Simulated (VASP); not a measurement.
**Eu: single point with PBE**

The system is Eu.

```
Eu
1.0
    -1.82966    1.82966    1.82966
     1.82966   -1.82966    1.82966
     1.82966    1.82966   -1.82966
Eu
1
Direct
  0.00000 0.00000 0.00000
```

This cell differs from its parent crystal: volume scaled by 0.58.

```json
{"Program": "VASP 6.6.1", "Task": "single point", "Functional": "PBE", "Potentials or basis": "VASP PAW PBE potentials, release 64 (Eu)", "Cutoff": "520 eV", "k mesh": "14 × 14 × 14", "Occupations": "fermi-dirac, width 0.05 eV", "Spin": "collinear spin, ferromagnetic start", "Starting moments": "[7.0] μB"}
```

* Pressure: 18.3 GPa
* Net moment: 7.23 μB per cell
* Site moments: Eu +6.67 μB
* Valence electrons inside the program's atomic spheres: Eu 14.98

Levels at points of the mesh, in eV from the Fermi level:
Spin up:
| k point | band 9 | band 10 | band 11 | band 12 | band 13 | band 14 | band 15 | band 16 |
| --- | --- | --- | --- | --- | --- | --- | --- | --- |
| (0.00, 0.00, 0.00) | -0.39 | -0.39 | -0.39 | -0.28 | 2.11 | 2.11 | 2.11 | 5.10 |
| (0.50, 0.00, 0.00) | -0.45 | -0.40 | -0.40 | -0.34 | -0.29 | 3.72 | 5.35 | 6.42 |
| (0.50, 0.50, 0.50) | -0.66 | -0.66 | -0.31 | -0.31 | -0.31 | 8.52 | 8.52 | 8.52 |
Spin down:
```csv
k point,band 1,band 2,band 3,band 4,band 5,band 6,band 7,band 8,band 9,band 10
"(0.00, 0.00, 0.00)",-38.52,-16.79,-16.79,-16.79,-3.49,3.47,3.47,3.47,3.47,3.47
"(0.50, 0.00, 0.00)",-38.14,-19.24,-17.53,-16.85,-1.56,0.94,3.47,3.55,4.04,4.32
"(0.50, 0.50, 0.50)",-37.89,-18.39,-18.39,-18.39,-1.78,-1.78,3.78,3.97,3.97,3.97
```

It took 74 s on 1 thread of Intel Xeon 6975P-C, with other jobs on the host, peak memory 0.22 GiB.

Caveat: spin-orbit coupling is left out, which moves the levels of the heavy elements. The state reached can hang on the start; a lower one may exist.
